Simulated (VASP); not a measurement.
Input of a VASP 6.6.1 run:

Contents of POSCAR:

```
Fe
1.0
    2.5408993169      0.0000000000      0.0000000000
   -1.2704496585      2.2004833569      0.0000000000
    0.0000000000      0.0000000000      4.3850011512
Fe
2
Direct
    0.3333333333      0.6666666667      0.2500000000
    0.6666666667      0.3333333333      0.7500000000
```

The input INCAR.step1:

```
  ALGO = Normal
  EDIFF = 1E-4
  ENCUT = 520
  GGA = PE
  ISMEAR = 0
  ISPIN = 2
  LASPH = T
  LCHARG = F
  LMAXMIX = 4
  LREAL = F
  LWAVE = T
  MAGMOM = 3.15 3.15
  NBANDS = 19
  NELM = 150
  PREC = Accurate
  SIGMA = 0.1
```

Contents of INCAR.step2:

```
  ALGO = Normal
  EDIFF = 1E-6
  ENCUT = 520
  ISIF = 2
  ISMEAR = 0
  ISPIN = 2
  ISTART = 1
  LASPH = T
  LCHARG = F
  LMAXMIX = 4
  LMIXTAU = T
  LORBIT = 11
  LREAL = F
  LWAVE = F
  MAGMOM = 3.15 3.15
  METAGGA = R2SCAN
  NBANDS = 19
  NELM = 150
  PREC = Accurate
  SIGMA = 0.1
```

The input KPOINTS:

```
k-points
0
Gamma
  18 18 10
```

Potentials or basis: VASP PAW PBE potentials, release 64 (Fe).

Command:

```bash
$ cat potpaw_PBE.64/Fe/POTCAR > POTCAR
$ cp INCAR.step1 INCAR
$ mpirun -np 1 vasp_std > vasp.out
$ cp INCAR.step2 INCAR
$ mpirun -np 1 vasp_std > vasp.out
```

Predict the site moments.

Fe +2.86 μB.

Estimate the pressure.

-0.4 GPa.

Estimate the net moment.

5.63 μB per cell.

Stress tensor (GPa, compression positive):
```
-0.48  0.00  0.00
 0.00 -0.48  0.00
 0.00  0.00 -0.16
```

Caveat: the PAW data sets were made with another functional, which shifts forces and pressure a little.
